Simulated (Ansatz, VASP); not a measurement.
## Ir in VASP and in Ansatz

```
Ir
1.0
     2.83392    0.00000    0.00000
    -1.41696    2.45425    0.00000
     0.00000    0.00000    4.32842
Ir
2
Direct
  0.66667 0.33333 0.75000
  0.33333 0.66667 0.25000
```

Change from the starting cell: strain +0.030 along x and y, -0.030 along z, atoms carried along.

Alike in both runs: task single point; functional r2SCAN; k mesh 18 × 18 × 12; occupations gaussian, width 0.15 eV; no spin polarisation.

|  | VASP | Ansatz |
| --- | --- | --- |
| version | VASP 6.6.1 | Ansatz 0.2.0 |
| potentials or method | VASP PAW PBE potentials, release 64 (Ir), cutoff 520 eV | scalar-relativistic, plane waves, PAW |
| valence electrons in the cell | 18 | 34 |

```tsv
	VASP	Ansatz	Ansatz less VASP
gap on the k mesh at the Fermi level (eV)	none	none	-
pressure (GPa)	-13.9	-15.8	-1.93
traceless stress, the component that is largest in VASP (GPa)	10.84	10.63	-0.212
```

VASP's potentials were made for PBE, not for r2SCAN. A gap of «none» marks a metal or a gap that the smearing closes. With one functional, cell and mesh, what is left measures potentials, basis and numerics. VASP's potentials hold 18 valence electrons a cell and Ansatz's 34, so a difference there can come from the potentials and not from the codes.

Spin-orbit coupling is off throughout.
